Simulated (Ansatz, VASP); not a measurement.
# Ba2Sn2Bi in VASP and in Ansatz

```
Ba Sn Bi
1.0
    -2.37317    3.75586    4.97725
     2.37317   -3.75586    4.97725
     2.37317    3.75586   -4.97725
Ba Sn Bi
2 2 1
Direct
  0.71914 0.21914 0.50000
  0.28086 0.78086 0.50000
  0.70307 0.50000 0.20307
  0.29693 0.50000 0.79693
  0.00000 0.00000 0.00000
```

Alike in both runs: task single point; functional PBEsol; k mesh 4 × 4 × 4; occupations gaussian, width 0.1 eV; no spin polarisation.

|  | VASP | Ansatz |
| --- | --- | --- |
| version | VASP 6.6.1 | Ansatz 0.2.0 |
| potentials or method | VASP PAW PBE potentials, release 64 (Ba_sv, Sn_d, Bi_d), cutoff 520 eV | scalar-relativistic, plane waves, PAW |
| valence electrons in the cell | 63 | 63 |

Ansatz gave:

```
gap on the k mesh at the Fermi level (eV)                     : none
pressure (GPa)                                                : 0.3
traceless stress, the component that is largest in VASP (GPa) : -2.58
rms of the force components (eV/Å)                            : 0.047
```

Q: Which values does VASP return?

A: gap on the k mesh at the Fermi level (eV): none; pressure (GPa): 0.6; traceless stress, the component that is largest in VASP (GPa): -2.64; rms of the force components (eV/Å): 0.044.

VASP's potentials were made for PBE, not for PBEsol. Atom by atom the forces differ by 0.003 eV/Å (rms over components). A gap of «none» marks a metal or a gap that the smearing closes. With one functional, cell and mesh, what is left measures potentials, basis and numerics.

The k mesh is coarse, so the values compare programs but aren't converged. Spin-orbit coupling is off throughout.
